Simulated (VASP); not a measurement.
Crystal: ZnSn2N2.

```
CELL_PARAMETERS angstrom
1.72500 0.99593 8.43333
-1.72500 0.99593 8.43333
0.00000 -1.99186 8.43333
ATOMIC_POSITIONS crystal
Zn 0.00000 0.00000 0.00000
Sn 0.75200 0.75200 0.75200
Sn 0.24800 0.24800 0.24800
N 0.37900 0.37900 0.37900
N 0.62100 0.62100 0.62100
```

- Program: VASP 6.6.1
- Task: relaxation of cell and atoms
- Functional: PBE
- Potentials or basis: VASP PAW PBE potentials, release 64 (Zn, Sn_d, N)
- Cutoff: 600 eV
- k mesh: 4 × 4 × 4
- Occupations: gaussian, width 0.15 eV
- Spin: no spin polarisation

At the start: pressure 7.8 GPa; volume 17.39 Å³/atom.

Problem. How do energy, volume and symmetry change on relaxing?

Solution. Over 9 steps the energy falls by 231.2 meV/atom and the volume is 17.54 Å³/atom (+0.9 %); space group R-3m (No. 166, to 0.05 Å).

The path:
| step | energy change (eV) | largest force (eV/Å) | pressure (GPa) | volume (Å³) |
| --- | --- | --- | --- | --- |
| 1 | 0.0000 | 2.8006 | 7.82 | 86.93 |
| 2 | -0.5832 | 0.7391 | -7.58 | 97.90 |
| 3 | -0.6468 | 0.3665 | -4.92 | 95.26 |
| 4 | -1.0186 | 0.7362 | -4.07 | 91.18 |
| 5 | -1.0560 | 0.8818 | -3.54 | 89.78 |
| 6 | -1.1066 | 0.5402 | 4.22 | 84.29 |
| 7 | -1.1390 | 0.3060 | 0.93 | 86.31 |
| 8 | -1.1524 | 0.1195 | 0.44 | 87.09 |
| 9 | -1.1559 | 0.0280 | 0.16 | 87.72 |

Final structure:
```
Zn Sn N
1.0
     1.62850    0.94022    9.54850
    -1.62850    0.94022    9.54850
     0.00000   -1.88043    9.54850
Zn Sn N
1 2 2
Direct
  0.00000 0.00000 0.00000
  0.75789 0.75789 0.75789
  0.24211 0.24211 0.24211
  0.37972 0.37972 0.37972
  0.62028 0.62028 0.62028
```

Caveat: the k points lie up to 0.56 Å⁻¹ apart in the final cell; the relaxation stopped at a loose force limit of 0.08 eV/Å, so its end isn't a converged minimum.
